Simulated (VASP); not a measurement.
Here is a VASP 6.6.1 calculation.

File POSCAR:

```
ZnO
1.0
    3.1010732281      0.0000000000      0.0000000000
   -1.5505366141      2.6856081946      0.0000000000
    0.0000000000      0.0000000000      4.9913143411
Zn O
2 2
Direct
    0.3333333333      0.6666666667      0.4996273842
    0.6666666667      0.3333333333     -0.0003726158
    0.6666666667      0.3333333333      0.3793826158
    0.3333333333      0.6666666667      0.8793826158
```

The input INCAR.step1:

```
SYSTEM = ZnO
  PREC = Accurate
  ENCUT = 910
  ISMEAR = 0
  SIGMA = 0.02
  LREAL = .FALSE.
  LASPH = .TRUE.
  NELM = 120
  NBANDS = 26
  GGA = PE
  ALGO = Normal
  EDIFF = 1E-5
  LWAVE = .TRUE.
  LCHARG = .FALSE.
  GGA_COMPAT = .FALSE.
```

The input INCAR.step2:

```
SYSTEM = ZnO
  PREC = Accurate
  ENCUT = 910
  EDIFF = 1E-6
  ISMEAR = 0
  SIGMA = 0.02
  LREAL = .FALSE.
  LASPH = .TRUE.
  NELM = 120
  ALGO = Normal
  ISIF = 2
  LWAVE = .FALSE.
  LCHARG = .TRUE.
  METAGGA = R2SCAN
  LMIXTAU = .TRUE.
  LELF = .TRUE.
  LVHAR = .TRUE.
  NBANDS = 26
  ISTART = 1
  GGA_COMPAT = .FALSE.
```

KPOINTS

```
regular mesh
0
G
  12 12 6
  0 0 0
```

Potentials or basis: VASP PAW PBE potentials, release 64 (Zn, O_h).

Launch:

```console
$ cat potpaw_PBE.64/Zn/POTCAR potpaw_PBE.64/O_h/POTCAR > POTCAR
$ cp INCAR.step1 INCAR
$ mpirun -np 1 vasp_std > vasp.out
$ cp INCAR.step2 INCAR
$ mpirun -np 1 vasp_std > vasp.out
```

Problem. Predict the band gap on the k mesh.

Solution. 1.43 eV.

Problem. Estimate the pressure.

Solution. 27.0 GPa.

Problem. Estimate the largest force.

Solution. 0.007 eV/Å.

Forces in eV/Å, atoms in the order of the input:
```
Zn   0.000  0.000  0.007
Zn   0.000  0.000  0.007
O    0.000  0.000 -0.007
O    0.000  0.000 -0.007
```

Caveat: the cutoff is under 1.25 times the usual one of these potentials, so pressure, stress and relaxed cells hold a basis-set (Pulay) error; the cell stands under pressure; the PAW data sets were made with another functional, which shifts forces and pressure a little.
